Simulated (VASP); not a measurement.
Write the native input for VASP 6.6.1 that does the following.

- Task: single point
- Functional: PBE
- Potentials or basis: VASP PAW PBE potentials, release 64 (P)
- Cutoff: 520 eV
- k mesh: 8 × 4 × 4
- Occupations: gaussian, width 0.2 eV
- Spin: no spin polarisation
- Dipole correction: no
- Further INCAR settings: ALGO = Normal; EDIFF = 1e-06; NBANDS = 18

The structure of P lies in POSCAR:

```
P
1.0
    0.0003155711     -2.4531073196     -0.0006455492
   -4.9115577854      0.0006922676      0.0003091068
    0.0004968675     -0.0015667716     -4.8820001820
P
4
Direct
   -0.0000705211     -0.0001419625     -0.0096200611
    0.0000759300      0.0000283895      0.5096241368
    0.9999330058      0.5001379221     -0.0095999003
    1.0000615852      0.4999756509      0.5095958246
```

One way to write it, as run:

INCAR

```
SYSTEM = P
ALGO = Normal ; EDIFF = 1E-6
ENCUT = 520 ; GGA = PE
ISIF = 2 ; ISMEAR = 0
LASPH = .TRUE. ; LCHARG = .FALSE.
LREAL = .FALSE. ; LWAVE = .FALSE.
NBANDS = 18 ; NELM = 100
PREC = Accurate ; SIGMA = 0.2
```

KPOINTS

```
k-points
0
G
  8 4 4
  0 0 0
```

Potentials or basis: VASP PAW PBE potentials, release 64 (P).

Launch:

```console
$ cat potpaw_PBE.64/P/POTCAR > POTCAR
$ mpirun -np 1 vasp_std > vasp.out
```

Results of the run:

* Pressure: -0.3 GPa
* Largest force: 0.018 eV/Å
* Band gap on the k mesh: zero (bands 10 and 11 overlap by 7.65 eV)

Run time: 35 s on 1 thread of Oxide Virtual Turin-like Processor, with other jobs on the host, peak memory 0.15 GiB.
